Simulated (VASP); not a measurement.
Set up this calculation in VASP 6.6.1, as the native input.

| Item | Value |
| --- | --- |
| Task | dielectric tensor |
| Functional | PBE |
| Potentials or basis | VASP PAW PBE potentials, release 64 (Pb_d, S) |
| Cutoff | 520 eV |
| k mesh | 6 × 6 × 6 |
| Occupations | gaussian, width 0.01 eV |
| Spin | no spin polarisation |
| Dipole correction | no |
| Further INCAR settings | ALGO = Normal; EDIFF = 1e-08 |

The structure of PbS lies in POSCAR:

```
PbS
1.0
    2.1005109211      1.2127305457      3.4301899190
   -2.1005109211      1.2127305457      3.4301899190
    0.0000000000     -2.4254610915      3.4301899190
Pb S
1 1
Direct
    0.9781436725      0.9781436725      0.9781436725
    0.4774576575      0.4774576575      0.4774576575
```

These files were run (other wordings do the same):

INCAR

```
ALGO = Normal
EDIFF = 1E-8
ENCUT = 520
GGA = PE
ISIF = 2
ISMEAR = 0
LASPH = True
LCHARG = False
LEPSILON = True
LREAL = False
LWAVE = False
NELM = 100
PREC = Accurate
SIGMA = 0.01
```

KPOINTS

```
k-points
0
Gamma
  6 6 6
```

Potentials or basis: VASP PAW PBE potentials, release 64 (Pb_d, S).

Command:

```console
$ cat potpaw_PBE.64/Pb_d/POTCAR potpaw_PBE.64/S/POTCAR > POTCAR
$ mpirun -np 1 vasp_std > vasp.out
```

Results of the run:

The band gap on the k mesh is 0.38 eV. The electronic dielectric tensor (diagonal) is 29.25, 29.25, 29.15. The born charges (mean of the diagonal) is Pb +3.24; S -3.24 e.

Caveat: the gap is small at this level, which inflates the dielectric constant; spin-orbit coupling is left out, which moves the levels of the heavy elements.

Run time: 5.3 min on 1 thread of Intel(R) Xeon(R) Platinum 8259CL CPU @ 2.50GHz (Skylake/Cascade Lake) (shared host), peak memory 0.33 GiB.
